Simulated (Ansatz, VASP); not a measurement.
NiO2 in VASP and in Ansatz

File INCAR:

```
SYSTEM = NiO2
  PREC = Accurate
  ENCUT = 520
  EDIFF = 1E-6
  ISMEAR = 0
  SIGMA = 0.05
  LREAL = .False.
  LASPH = .True.
  NELM = 60
  ALGO = Normal
  ISIF = 2
  LWAVE = .False.
  LCHARG = .False.
  GGA = PS
  NBANDS = 18
```

KPOINTS

```
regular mesh
0
Gamma
  12 12 6
  0 0 0
```

The input POSCAR:

```
NiO2
1.0
    2.8624235356      0.0000000000      0.0000000000
   -1.4312117678      2.4789314982      0.0000000000
    0.0000000000      0.0000000000      4.7038205961
Ni O
1 2
Direct
    0.0000000000      0.0000000000      0.5000000000
    0.6666666667      0.3333333333      0.6750910825
    0.3333333333      0.6666666667      0.3249089175
```

Input for Ansatz:

```yaml
crystal:
  lattice:
    - [2.8624235356, 0.0, 0.0]
    - [-1.4312117678, 2.4789314982, 0.0]
    - [0.0, 0.0, 4.7038205961]
  atoms:
    - { symbol: Ni, position: [0.0, 0.0, 0.5] }
    - { symbol: O, position: [0.6666666667, 0.3333333333, 0.6750910825] }
    - { symbol: O, position: [0.3333333333, 0.6666666667, 0.3249089175] }
basis:
  ecutwfc: 520.0
kpoints:
  mp_grid: { grid: [12, 12, 6] }
hamiltonian:
  xc: pbesol
scf:
  occupations: { method: gaussian, width: 0.05 }
output:
  forces: true
  stress: true
  eigenvalues: true
```

Alike in both runs: task single point; functional PBEsol; k mesh 12 × 12 × 6; occupations gaussian, width 0.05 eV; no spin polarisation.

```csv
,VASP,Ansatz
version,VASP 6.6.1,Ansatz 0.2.0
potentials or method,"VASP PAW PBE potentials, release 64 (Ni, O), cutoff 520 eV","scalar-relativistic, plane waves, PAW"
valence electrons in the cell,22,30
```

```csv
,VASP,Ansatz,Ansatz less VASP
gap on the k mesh at the Fermi level (eV),0.82,0.84,+0.019
least direct gap on the mesh (eV),1.23,1.27,+0.046
pressure (GPa),3.8,3.2,-0.68
"traceless stress, the component that is largest in VASP (GPa)",7.11,7.72,+0.616
rms of the force components (eV/Å),0.668,0.650,-0.0180
```

VASP's potentials were made for PBE, not for PBEsol. Atom by atom the forces differ by 0.018 eV/Å (rms over components). VASP's potentials hold 22 valence electrons a cell and Ansatz's 30, so a difference there can come from the potentials and not from the codes.
